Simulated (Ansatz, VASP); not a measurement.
# Co in VASP and in Ansatz

```
Co
1.0
     2.18817    0.00000    0.00000
     0.00000    2.18817    0.00000
     0.00000    0.00000    2.18817
Co
1
Direct
  0.00000 0.00000 0.00000
```

Alike in both runs: task single point; functional PBEsol; k mesh 16 × 16 × 16; occupations fermi-dirac, width 0.1 eV; no spin polarisation.

```csv
,VASP,Ansatz
version,VASP 6.6.1,Ansatz 0.2.0
potentials or method,"VASP PAW PBE potentials, release 64 (Co), cutoff 520 eV","plane waves (420 eV) with PAW, scalar-relativistic"
valence electrons in the cell,9,17
```

|  | VASP | Ansatz | Ansatz less VASP |
| --- | --- | --- | --- |
| pressure (GPa) | 19.6 | 21.2 | +1.59 |

VASP's potentials were made for PBE, not for PBEsol, and Ansatz warns of the same on its side. VASP's potentials hold 9 valence electrons a cell and Ansatz's 17, so a difference there can come from the potentials and not from the codes.
